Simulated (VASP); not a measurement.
# Sn (Fm-3m) in VASP: further runs

The runs below take Sn through single point, with PBE.

All numbers are computed with VASP 6.6.1; they aren't measurements. Logs are shortened: lines on timing, memory, paths and dates and some standing lists are left out, and cuts for length are marked.

### Step 1. The cell of the first run

It takes space group Fm-3m (No. 225, cubic). Conventional cell: a = 4.374 Å, b = 4.374 Å, c = 4.374 Å, α = 90.00°, β = 90.00°, γ = 90.00°. Within 4.1 Å of Sn (site symmetry m-3m) lie 12 Sn at 3.09 Å.

### Step 2. Single point, PBE (Si replaced by Sn, lengths x 1.151, strained)

The input, INCAR:

```
SYSTEM = Sn
PREC = Accurate
ENCUT = 520
EDIFF = 1E-6
ISMEAR = 0
SIGMA = 0.1
LREAL = .False.
LASPH = .True.
NELM = 60
ALGO = Normal
ISIF = 2
LWAVE = .False.
LCHARG = .False.
GGA = PE
NBANDS = 13
```

The input, KPOINTS:

```
regular mesh
0
Gamma
  8 8 8
  0 0 0
```

The input, POSCAR:

```
Sn
1.0
    0.0000000000      2.1872331082      2.1872331082
    2.1872331082      0.0000000000      2.1872331082
    2.1872331082      2.1872331082      0.0000000000
Sn
1
Direct
    0.0000000000      0.0000000000      0.0000000000
```

Potentials or basis: VASP PAW PBE potentials, release 64 (Sn_d).

On the command line:

```console
> cat potpaw_PBE.64/Sn_d/POTCAR > POTCAR
> mpirun -np 1 vasp_std > vasp.out
```

OUTCAR:

```text
SYSTEM = Sn
   PREC = Accurate
   ENCUT = 520
   EDIFF = 1E-6
   ISMEAR = 0
   LREAL = .False.
   LASPH = .True.
   NELM = 60
   ISIF = 2
   GGA = PE

 ion  position               nearest neighbor table
   1  0.000  0.000  0.000-

  LATTYP: Found a face centered cubic cell.
 ALAT       =     4.3744662164

  Lattice vectors:

 A1 = (   0.0000000000,   2.1872331082,   2.1872331082)
 A2 = (   2.1872331082,   0.0000000000,   2.1872331082)
 A3 = (   2.1872331082,   2.1872331082,   0.0000000000)

Analysis of symmetry for initial positions (statically):
=====================================================================
 Subroutine PRICEL returns:
 Original cell was already a primitive cell.

 Routine SETGRP: Setting up the symmetry group for a
 face centered cubic supercell.

 Subroutine GETGRP returns: Found 48 space group operations
 (whereof 48 operations were pure point group operations)
 out of a pool of 48 trial point group operations.

The static configuration has the point symmetry O_h .

Analysis of symmetry for dynamics (positions and initial velocities):
=====================================================================
 Subroutine PRICEL returns:
 Original cell was already a primitive cell.

 Routine SETGRP: Setting up the symmetry group for a
 face centered cubic supercell.

 Subroutine GETGRP returns: Found 48 space group operations
 (whereof 48 operations were pure point group operations)
 out of a pool of 48 trial point group operations.

The dynamic configuration has the point symmetry O_h .

 Subroutine INISYM returns: Found 48 space group operations
 (whereof 48 operations are pure point group operations),
 and found     1 'primitive' translations

----------------------------------------------------------------------------------------

                                     Primitive cell

  volume of cell :      20.9274

  direct lattice vectors                    reciprocal lattice vectors
     0.000000000  2.187233108  2.187233108    -0.228599319  0.228599319  0.228599319
     2.187233108  0.000000000  2.187233108     0.228599319 -0.228599319  0.228599319
     2.187233108  2.187233108  0.000000000     0.228599319  0.228599319 -0.228599319

  length of vectors
     3.093214726  3.093214726  3.093214726     0.395945636  0.395945636  0.395945636

  position of ions in fractional coordinates (direct lattice)
     0.000000000  0.000000000  0.000000000

  ion indices of the primitive-cell ions
   primitive index   ion index
                 1           1

----------------------------------------------------------------------------------------

 KPOINTS: regular mesh

Automatic generation of k-mesh.
 Grid dimensions read from file:
 generate k-points for:    8    8    8

 Generating k-lattice:

  Cartesian coordinates                     Fractional coordinates (reciprocal lattice)
    -0.028574915  0.028574915  0.028574915     0.125000000  0.000000000  0.000000000
     0.028574915 -0.028574915  0.028574915     0.000000000  0.125000000  0.000000000
     0.028574915  0.028574915 -0.028574915     0.000000000  0.000000000  0.125000000

  Length of vectors
     0.049493204  0.049493204  0.049493204

  Shift w.r.t. Gamma in fractional coordinates (k-lattice)
     0.000000000  0.000000000  0.000000000

 Subroutine IBZKPT returns following result:
 ===========================================

 Found     29 irreducible k-points:

 Following reciprocal coordinates:
            Coordinates               Weight
  0.000000  0.000000  0.000000      1.000000
  0.125000  0.000000  0.000000      8.000000
  0.250000  0.000000  0.000000      8.000000
  0.375000  0.000000  0.000000      8.000000
  0.500000  0.000000  0.000000      4.000000
  0.125000  0.125000  0.000000      6.000000
[... 16 lines left out ...]
  0.500000  0.250000  0.125000     48.000000
 -0.375000  0.250000  0.125000     24.000000
 [... further k-points ...]
   k-points           NKPTS =     29   k-points in BZ     NKDIM =     29   number of bands    NBANDS=     13
   number of dos      NEDOS =    301   number of ions     NIONS =      1
   total plane-waves  NPLWV =  13824
   dimension x,y,z NGX =    24 NGY =   24 NGZ =   24
   dimension x,y,z NGXF=    48 NGYF=   48 NGZF=   48
   ions per type =               1
   NGX,Y,Z   is equivalent  to a cutoff of  12.90, 12.90, 12.90 a.u.
   NGXF,Y,Z  is equivalent  to a cutoff of  25.80, 25.80, 25.80 a.u.
 SYSTEM =  Sn
   PREC   = accura    normal or accurate (medium, high low for compatibility)
   ISTART =      0    job   : 0-new  1-cont  2-samecut
   ICHARG =      2    charge: 1-file 2-atom 10-const
   ISPIN  =      1    spin polarized calculation?
   LNONCOLLINEAR =      F non collinear calculations
   LSORBIT =      F    spin-orbit coupling
   LASPH  =      T    aspherical Exc in radial PAW
   ENCUT  =  520.0 eV  38.22 Ry    6.18 a.u.   5.75  5.75  5.75*2*pi/ulx,y,z
   NELM   =     60;   NELMIN=  2; NELMDL= -5     # of ELM steps
   EDIFF  = 0.1E-05   stopping-criterion for ELM
   LREAL  =      F    real-space projection
[... 7 lines left out ...]
   TEBEG  =    0.0;   TEEND  =   0.0 temperature during run
   PSTRESS=    0.0 pullay stress
   NELECT =      14.0000    total number of electrons
   NUPDOWN=      -1.0000    fix difference up-down
   EMIN   =  10.00;   EMAX   =-10.00  energy-range for DOS
   EFERMI =   0.00;   METHOD = LEGACY
   ISMEAR =     0;   SIGMA  =   0.10  broadening in eV -4-tet -1-fermi 0-gaus
   EFERMI_NEDOS =   21; number of points for ismear=-14 and -15
   IALGO  =     38    algorithm
   IMIX   =      4    mixing-type and parameters
     AMIX     =   0.40;   BMIX     =  1.00
     AMIX_MAG =   1.60;   BMIX_MAG =  1.00
  volume/ion in A,a.u.               =      20.93       141.23
  Fermi-wavevector in a.u.,A,eV,Ry     =   1.431789  2.705689 27.892223  2.050021
  Thomas-Fermi vector in A             =   2.551488
   LORBIT       =      0    0 simple, 1 ext, 2 COOP (PROOUT), +10 PAW based schemes
   GGA     = PE    functional components
   LHFCALC =     F    Hartree Fock is set to
   AEXX    =    0.0000 exact exchange contribution
   IVDW    =     0    specifies the selected vdW correction
   LEPSILON=     F    determine dielectric tensor
   LRPA    =     F    only Hartree local field effects (RPA)
 non-spin polarized calculation
 Gauss-broadening in eV      SIGMA  =   0.10
  energy-cutoff  :      520.00
  volume of cell :       20.93
 maximum number of plane-waves:       588
   NGX = 11   NGY = 11   NGZ = 11

 number of electron      13.9999992 magnetization

 Free energy of the ion-electron system (eV)
  ---------------------------------------------------
  ext. energy  EPLUGINS =         0.00000000
  ---------------------------------------------------
  free energy    TOTEN  =        -3.31524475 eV

  energy without entropy =       -3.30897653  energy(sigma->0) =       -3.31211064

 E-fermi :  11.8893     XC(G=0): -11.6484

 val. band max:       11.8628543558   @ k =  -0.3750   0.2500   0.0000
 cond. band min:      11.9025737756   @ k =  -0.2500   0.1250   0.0000
 fundamental gap:      0.0397194198
 Fermi energy:        11.8893037629

 k-point     1 :       0.0000    0.0000    0.0000
  band No.  band energies     occupation
      1     -10.0501      2.00000
      2     -10.0501      2.00000
      3     -10.0501      2.00000
      4      -9.8720      2.00000
      5      -9.8720      2.00000
      6      -1.5773      2.00000
      7      21.7729      0.00000
      8      21.7729      0.00000
      9      21.7729      0.00000
     10      22.4990      0.00000
     11      25.4269      0.00000
     12      25.4269      0.00000
     13      25.4269      0.00000

 k-point     2 :       0.1250    0.0000    0.0000
  band No.  band energies     occupation
      1     -10.0524      2.00000
      2     -10.0252      2.00000
      3     -10.0252      2.00000
      4      -9.8719      2.00000
      5      -9.8719      2.00000
      6      -1.1773      2.00000
      7      17.9940      0.00000
      8      21.1277      0.00000
      9      21.1277      0.00000
     10      22.3439      0.00000
     11      26.5718      0.00000
     12      26.5718      0.00000
     13      27.0618      0.00000

 k-point     3 :       0.2500    0.0000    0.0000
  band No.  band energies     occupation
      1     -10.0628      2.00000
      2     -10.0054      2.00000
      3     -10.0054      2.00000
      4      -9.8299      2.00000
      5      -9.8299      2.00000
      6       0.0380      2.00000
      7      13.1023      0.00000
      8      20.1484      0.00000
      9      20.1484      0.00000
     10      22.2378      0.00000
     11      25.6818      0.00000
     12      25.6818      0.00000
     13      25.8236      0.00000
[... 305 lines left out ...]
 k-point    23 :       0.5000    0.2500    0.1250
  band No.  band energies     occupation
      1     -10.0707      2.00000
      2     -10.0248      2.00000
      3      -9.9169      2.00000
      4      -9.8190      2.00000
      5      -9.7374      2.00000
      6       3.1461      2.00000
      7       9.7537      2.00000
      8      13.7483      0.00000
      9      16.2090      0.00000
     10      22.0012      0.00000
     11      24.7410      0.00000
     12      26.7891      0.00000
     13      29.9925      0.00000

 k-point    24 :      -0.3750    0.2500    0.1250
  band No.  band energies     occupation
      1     -10.0575      2.00000
      2     -10.0335      2.00000
      3      -9.8990      2.00000
      4      -9.8282      2.00000
      5      -9.7168      2.00000
      6       5.4257      2.00000
      7       6.7254      2.00000
      8      13.9088      0.00000
      9      15.2606      0.00000
     10      21.8575      0.00000
     11      24.6370      0.00000
     12      30.3230      0.00000
     13      30.5318      0.00000

 [... further k-points ...]

------------------------ aborting loop because EDIFF is reached ----------------------------------------

  FORCE on cell =-STRESS in cart. coord.  units (eV):
  Direction    XX          YY          ZZ          XY          YZ          ZX
  --------------------------------------------------------------------------------------
  -------------------------------------------------------------------------------------
  Total        3.7273198      3.7273198      3.7273198      0.0000000     -0.0000000      0.0000000
  in kB      285.3592976    285.3592976    285.3592976      0.0000000     -0.0000000      0.0000000
  external PRESSURE =     285.3592976 kB  Pullay stress =       0.0000000 kB

 VOLUME and BASIS-vectors are now :
 -----------------------------------------------------------------------------
  energy-cutoff  :      520.00
  volume of cell :       20.93
      direct lattice vectors                 reciprocal lattice vectors
     0.000000000  2.187233108  2.187233108    -0.228599319  0.228599319  0.228599319
     2.187233108  0.000000000  2.187233108     0.228599319 -0.228599319  0.228599319
     2.187233108  2.187233108  0.000000000     0.228599319  0.228599319 -0.228599319

 POSITION                                       TOTAL-FORCE (eV/Angst)
 -----------------------------------------------------------------------------------
      0.00000      0.00000      0.00000         0.000000     -0.000000      0.000000
 -----------------------------------------------------------------------------------
    total drift:                               -0.000000     -0.000000     -0.000000

  FREE ENERGIE OF THE ION-ELECTRON SYSTEM (eV)
  ---------------------------------------------------
  free  energy   TOTEN  =        -3.3152447487 eV

  energy  without entropy=       -3.3089765258  energy(sigma->0) =       -3.31211064
```

Wall time 3.7 s (1 thread of AMD EPYC 9R45 (Zen 5), shared host); peak memory 0.11 GiB.

Results:

```
Free energy            : -3.3152 eV
Pressure               : 28.5 GPa
Band gap on the k mesh : zero (band 7 reaches 21.77 eV, above the bottom of band 8 at 9.28 eV)
```

Levels at points of the mesh, in eV from the Fermi level:
| k point | band 3 | band 4 | band 5 | band 6 | band 7 | band 8 | band 9 | band 10 | band 11 | band 12 |
| --- | --- | --- | --- | --- | --- | --- | --- | --- | --- | --- |
| (0.00, 0.00, 0.00) | -21.94 | -21.76 | -21.76 | -13.47 | 9.88 | 9.88 | 9.88 | 10.61 | 13.54 | 13.54 |
| (0.50, 0.00, 0.00) | -21.93 | -21.60 | -21.60 | -7.40 | -6.34 | 7.31 | 7.31 | 9.98 | 11.96 | 11.96 |
| (0.50, 0.50, 0.00) | -21.61 | -21.56 | -21.56 | -5.02 | -4.72 | 2.22 | 2.22 | 6.15 | 6.29 | 21.65 |

Caveat: the cell differs from its parent crystal (Si replaced by Sn, lengths x 1.151, strained); spin-orbit coupling is left out, which moves the levels of the heavy elements.

### Step 3. Single point, PBE (Si replaced by Sn, lengths x 1.151, strained)

The input, INCAR:

```
  ALGO = Normal
  EDIFF = 1E-6
  ENCUT = 520
  GGA = PE
  ISIF = 2
  ISMEAR = 0
  LASPH = T
  LCHARG = F
  LREAL = F
  LWAVE = F
  NBANDS = 13
  NELM = 80
  PREC = Accurate
  SIGMA = 0.1
```

The input, KPOINTS:

```
k-points
0
Gamma
  16 16 16
```

POSCAR is that of step 2.

Potentials or basis: VASP PAW PBE potentials, release 64 (Sn_d).

On the command line:

```console
> cat potpaw_PBE.64/Sn_d/POTCAR > POTCAR
> mpirun -np 1 vasp_std > vasp.out
```

It took 18 s on 1 thread of AMD EPYC 9R45 (Zen 5), shared host; peak memory 0.13 GiB.

Results (log left out):

| Property | Result |
| --- | --- |
| Free energy | -3.3267 eV |
| Pressure | 27.4 GPa |
| Band gap on the k mesh | zero (band 7 reaches 21.77 eV, above the bottom of band 8 at 9.28 eV) |

Levels at points of the mesh, in eV from the Fermi level:
```
           k point  band 3  band 4  band 5  band 6  band 7  band 8  band 9  band 10  band 11  band 12
(0.00, 0.00, 0.00)  -21.90  -21.72  -21.72  -13.41    9.94    9.94    9.94    10.66    13.59    13.59
(0.50, 0.00, 0.00)  -21.89  -21.56  -21.56   -7.35   -6.29    7.37    7.37    10.04    12.02    12.02
(0.50, 0.50, 0.00)  -21.57  -21.52  -21.52   -4.97   -4.67    2.27    2.27     6.20     6.35    21.70
```

Caveat: the cell differs from its parent crystal (Si replaced by Sn, lengths x 1.151, strained); spin-orbit coupling is left out, which moves the levels of the heavy elements.
